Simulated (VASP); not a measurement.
# Cu (I4/mmm) in VASP: relaxation of shape and atoms at fixed volume with PBEsol

Aim: the relaxation of shape and atoms at fixed volume of Cu with PBEsol.

All numbers are computed with VASP 6.6.1; they aren't measurements. Logs are shortened: lines on timing, memory, paths and dates and some standing lists are left out, and cuts for length are marked.

## (1) The cell of the first run

The structure is tetragonal, space group I4/mmm (No. 139). Conventional cell: a = 2.907 Å, b = 2.907 Å, c = 2.743 Å, α = 90.00°, β = 90.00°, γ = 90.00°. Cu (site symmetry 4/mmm) has 14 Cu at 2.47 to 2.91 Å within 3.3 Å.

## (2) Relaxation of shape and atoms at fixed volume, PBEsol (11.59 Å³/atom)

Contents of INCAR:

```
PREC = Accurate
ENCUT = 600
EDIFF = 1E-6
ISMEAR = -1
SIGMA = 0.15
LREAL = False
LASPH = True
NELM = 100
ALGO = Fast
ISIF = 4
LWAVE = False
LCHARG = False
GGA = PS
IBRION = 2
NSW = 80
EDIFFG = -0.001
```

Contents of KPOINTS:

```
regular mesh
0
Gamma
  24 24 24
```

Contents of POSCAR:

```
Cu
1.0
   -1.4537040292      1.4537040292      1.3716698496
    1.4537040292     -1.4537040292      1.3716698496
    1.4537040292      1.4537040292     -1.3716698496
Cu
1
Direct
    0.0000000000      0.0000000000      0.0000000000
```

Potentials or basis: VASP PAW PBE potentials, release 64 (Cu).

Launch:

```sh
cat potpaw_PBE.64/Cu/POTCAR > POTCAR
mpirun -np 1 vasp_std > vasp.out
```

OUTCAR:

```text
PREC = Accurate
   ENCUT = 600
   EDIFF = 1E-6
   ISMEAR = -1
   LREAL = False
   LASPH = True
   NELM = 100
   ISIF = 4
   GGA = PS
   IBRION = 2
   NSW = 80
   EDIFFG = -0.001

 ion  position               nearest neighbor table
   1  0.000  0.000  0.000-

  LATTYP: Found a body centered tetragonal cell.
 ALAT       =     2.9074080584
 C/A-ratio  =     0.9435688572

  Lattice vectors:

 A1 = (  -1.4537040292,   1.4537040292,   1.3716698496)
 A2 = (   1.4537040292,  -1.4537040292,   1.3716698496)
 A3 = (   1.4537040292,   1.4537040292,  -1.3716698496)

Analysis of symmetry for initial positions (statically):
=====================================================================
 Subroutine PRICEL returns:
 Original cell was already a primitive cell.

 Routine SETGRP: Setting up the symmetry group for a
 body centered tetragonal supercell.

 Subroutine GETGRP returns: Found 16 space group operations
 (whereof 16 operations were pure point group operations)
 out of a pool of 16 trial point group operations.

The static configuration has the point symmetry D_4h.

Analysis of symmetry for dynamics (positions and initial velocities):
=====================================================================
 Subroutine PRICEL returns:
 Original cell was already a primitive cell.

 Routine SETGRP: Setting up the symmetry group for a
 body centered tetragonal supercell.

 Subroutine GETGRP returns: Found 16 space group operations
 (whereof 16 operations were pure point group operations)
 out of a pool of 16 trial point group operations.

The dynamic configuration has the point symmetry D_4h.

 Subroutine INISYM returns: Found 16 space group operations
 (whereof 16 operations are pure point group operations),
 and found     1 'primitive' translations

----------------------------------------------------------------------------------------

                                     Primitive cell

  volume of cell :      11.5948

  direct lattice vectors                    reciprocal lattice vectors
    -1.453704029  1.453704029  1.371669850     0.000000000  0.343948968  0.364519203
     1.453704029 -1.453704029  1.371669850     0.343948968  0.000000000  0.364519203
     1.453704029  1.453704029 -1.371669850     0.343948968  0.343948968  0.000000000

  length of vectors
[... 95 lines left out ...]
   ISMEAR =    -1;   SIGMA  =   0.15  broadening in eV -4-tet -1-fermi 0-gaus
   EFERMI_NEDOS =   21; number of points for ismear=-14 and -15
   IALGO  =     68    algorithm
   IMIX   =      4    mixing-type and parameters
     AMIX     =   0.40;   BMIX     =  1.00
     AMIX_MAG =   1.60;   BMIX_MAG =  1.00
  volume/ion in A,a.u.               =      11.59        78.25
  Fermi-wavevector in a.u.,A,eV,Ry     =   1.608614  3.039840 35.206970  2.587639
  Thomas-Fermi vector in A             =   2.704455
   LORBIT       =      0    0 simple, 1 ext, 2 COOP (PROOUT), +10 PAW based schemes
   GGA     = PS    functional components
   LHFCALC =     F    Hartree Fock is set to
   AEXX    =    0.0000 exact exchange contribution
   IVDW    =     0    specifies the selected vdW correction
   LEPSILON=     F    determine dielectric tensor
   LRPA    =     F    only Hartree local field effects (RPA)
 conjugate gradient relaxation of ions
 non-spin polarized calculation
 RMM-DIIS sequential band-by-band and
  energy-cutoff  :      600.00
  volume of cell :       11.59
 maximum number of plane-waves:       402
   NGX =  9   NGY =  9   NGZ =  9

--------------------------------------- Ionic step        1  -------------------------------------------

 number of electron      11.0000000 magnetization

 Free energy of the ion-electron system (eV)
  ---------------------------------------------------
  ext. energy  EPLUGINS =         0.00000000
  ---------------------------------------------------
  free energy    TOTEN  =        -4.28118814 eV

  energy without entropy =       -4.25745914  energy(sigma->0) =       -4.26932364

------------------------ aborting loop because EDIFF is reached ----------------------------------------

  FORCE on cell =-STRESS in cart. coord.  units (eV):
  Direction    XX          YY          ZZ          XY          YZ          ZX
  --------------------------------------------------------------------------------------
  -------------------------------------------------------------------------------------
  Total       -0.1290984     -0.1290984     -0.1318143      0.0000000      0.0000000      0.0000000
  in kB      -17.8389800    -17.8389800    -18.2142621      0.0000000      0.0000000      0.0000000
  external PRESSURE =     -17.9640741 kB  Pullay stress =       0.0000000 kB
[... 162 lines left out ...]
--------------------------------------- Ionic step        6  -------------------------------------------

 number of electron      11.0000001 magnetization

 Free energy of the ion-electron system (eV)
  ---------------------------------------------------
  ext. energy  EPLUGINS =         0.00000000
  ---------------------------------------------------
  free energy    TOTEN  =        -4.28118912 eV

  energy without entropy =       -4.25746707  energy(sigma->0) =       -4.26932810

 E-fermi :   7.6236     XC(G=0): -13.0168

 val. band max:        7.6204065312   @ k =   0.5000   0.2083   0.1250
 cond. band min:       7.6265598353   @ k =   0.5000   0.2500   0.0833
 fundamental gap:      0.0061533041
 Fermi energy:         7.6236148555

 k-point     1 :       0.0000    0.0000    0.0000
  band No.  band energies     occupation
      1      -1.8945      2.00000
      2       4.3006      2.00000
      3       4.5653      2.00000
      4       4.5653      2.00000
      5       5.3534      2.00000
      6       5.6357      2.00000
      7      32.1337      0.00000
      8      32.1337      0.00000
      9      33.9016      0.00000
[... 265 lines left out ...]
 k-point    24 :       0.4583    0.0417    0.0000
  band No.  band energies     occupation
      1       2.5244      2.00000
      2       3.6423      2.00000
      3       5.4495      2.00000
      4       5.7032      1.99999
      5       6.1171      1.99991
      6       7.3024      1.78974
      7      12.4512      0.00000
      8      24.0698      0.00000
      9      24.7432      0.00000

 [... further k-points ...]

------------------------ aborting loop because EDIFF is reached ----------------------------------------

  FORCE on cell =-STRESS in cart. coord.  units (eV):
  Direction    XX          YY          ZZ          XY          YZ          ZX
  --------------------------------------------------------------------------------------
  -------------------------------------------------------------------------------------
  Total       -0.1454555     -0.1454555     -0.1467637      0.0000000     -0.0000000      0.0000000
  in kB      -20.0992213    -20.0992213    -20.2799894      0.0000000     -0.0000000      0.0000000
  external PRESSURE =     -20.1594773 kB  Pullay stress =       0.0000000 kB
[... 16 lines left out ...]
  FREE ENERGIE OF THE ION-ELECTRON SYSTEM (eV)
  ---------------------------------------------------
  free  energy   TOTEN  =        -4.2811891227 eV

  energy  without entropy=       -4.2574670723  energy(sigma->0) =       -4.26932810

 reached required accuracy - stopping structural energy minimisation
```

OSZICAR:

```text
N       E                     dE             d eps       ncg     rms          rms(c)
DAV:   1     0.378552658853E+02    0.37855E+02   -0.62337E+03 19823   0.230E+03
DAV:   2    -0.488512947870E+01   -0.42740E+02   -0.40716E+02 19303   0.205E+02
DAV:   3    -0.536443300695E+01   -0.47930E+00   -0.47783E+00 22103   0.315E+01
DAV:   4    -0.536779396979E+01   -0.33610E-02   -0.33604E-02 22443   0.240E+00
[... 34 lines left out ...]
DAV:   1    -0.428163918975E+01   -0.44828E-03   -0.15720E-02 21436   0.161E+00    0.150E-01
RMM:   2    -0.428133488916E+01    0.30430E-03   -0.74781E-05 19304   0.126E-01    0.875E-02
RMM:   3    -0.428118738296E+01    0.14751E-03   -0.92718E-05 19295   0.138E-01    0.109E-02
RMM:   4    -0.428118847048E+01   -0.10875E-05   -0.27603E-05 19487   0.915E-02    0.299E-03
RMM:   5    -0.428118912266E+01   -0.65219E-06   -0.67981E-06 17572   0.337E-02
   6 F= -.42811891E+01 E0= -.42693281E+01  d E =-.982214E-06
```

It took 2.5 min on 1 thread of Intel Xeon Platinum 8559C (Emerald Rapids), shared host; peak memory 0.27 GiB.

Results:

| Quantity | Value |
| --- | --- |
| Free energy | -4.2812 eV |
| Energy gained by relaxing | 0.0 meV/atom |
| Ionic steps | 6 |
| Pressure after relaxing | -2.0 GPa |
| Band gap on the k mesh | zero (an odd number of electrons rules out a gap without spin polarisation) |

Final structure:
```
CELL_PARAMETERS angstrom
-1.45663 1.45663 1.36616
1.45663 -1.45663 1.36616
1.45663 1.45663 -1.36616
ATOMIC_POSITIONS crystal
Cu 0.00000 0.00000 0.00000
```

Levels at points of the mesh, in eV from the Fermi level:
| k point | band 2 | band 3 | band 4 | band 5 | band 6 | band 7 | band 8 | band 9 |
| --- | --- | --- | --- | --- | --- | --- | --- | --- |
| (0.00, 0.00, 0.00) | -3.32 | -3.06 | -3.06 | -2.27 | -1.99 | 24.51 | 24.51 | 26.28 |
| (0.50, 0.00, 0.00) | -3.99 | -2.15 | -1.88 | -1.36 | -0.48 | 4.69 | 17.10 | 17.14 |
| (0.50, 0.50, 0.00) | -3.67 | -2.35 | -2.07 | -1.39 | -0.98 | 3.98 | 18.80 | 19.06 |
| (0.50, 0.50, 0.50) | -4.70 | -1.56 | -1.56 | -1.49 | 7.45 | 7.45 | 9.93 | 13.10 |

Caveat: the PAW data sets were made with another functional, which shifts forces and pressure a little.
